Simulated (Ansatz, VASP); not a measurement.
Two plane-wave programs on TePb

The input INCAR:

```
PREC = Accurate
ENCUT = 600
EDIFF = 1E-7
ISMEAR = -1
SIGMA = 0.05
LREAL = False
LASPH = True
NELM = 80
ALGO = Normal
ISIF = 3
LWAVE = False
LCHARG = False
GGA = PS
IVDW = 12
IBRION = 2
NSW = 60
EDIFFG = -0.01
```

File KPOINTS:

```
Automatic mesh
0
Gamma
  7 7 7
```

The input POSCAR:

```
TePb
1.0
    0.0000000000      3.2310000000      3.2310000000
    3.2310000000      0.0000000000      3.2310000000
    3.2310000000      3.2310000000      0.0000000000
Pb Te
1 1
Direct
    0.0000000000      0.0000000000      0.0000000000
    0.5000000000      0.5000000000      0.5000000000
```

File input.yaml:

```yaml
crystal:
  lattice:
    - [0.0, 3.231, 3.231]
    - [3.231, 0.0, 3.231]
    - [3.231, 3.231, 0.0]
  atoms:
    - { symbol: Pb, position: [0.0, 0.0, 0.0] }
    - { symbol: Te, position: [0.5, 0.5, 0.5] }
hamiltonian:
  xc: pbesol
  pseudopotentials: { kind: paw }
  dispersion: d3bj
kpoints:
  mp_grid: { grid: [7, 7, 7] }
scf:
  occupations: { method: fermi_dirac, width: 0.05 }
output:
  forces: true
  stress: true
relax:
  f_tol: 0.01
  max_steps: 40
  cell: { stress_tol: 0.05 }
```

Alike in both runs: task relaxation of cell and atoms; functional PBEsol; dispersion D3(BJ); k mesh 7 × 7 × 7; occupations fermi-dirac, width 0.05 eV; no spin polarisation.

|  | VASP | Ansatz |
| --- | --- | --- |
| version | VASP 6.6.1 | Ansatz 0.2.0 |
| potentials or method | VASP PAW PBE potentials, release 64 (Pb_d, Te) | Ansatz PAW |
| plane-wave cutoff (eV) | 600 | 420 |
| valence electrons in the cell | 20 | 30 |

Ansatz gave:

| Quantity | Value |
| --- | --- |
| relaxed volume (Å³/atom) | 31.99 |
| relaxed cell length with the largest relative difference (Å) | 4.489 |

**Question.** What did VASP give for the same quantities?

**Answer.** Relaxed volume (Å³/atom): 32.00; relaxed cell length with the largest relative difference (Å): 4.490.

VASP's potentials were made for PBE, not for PBEsol. VASP's potentials hold 20 valence electrons a cell and Ansatz's 30, so a difference there can come from the potentials and not from the codes.

Neither program's run includes spin-orbit coupling. Noted on Ansatz's run: the plane-wave basis is chosen anew once the cell has moved, so the energies of steps on either side of that aren't comparable.
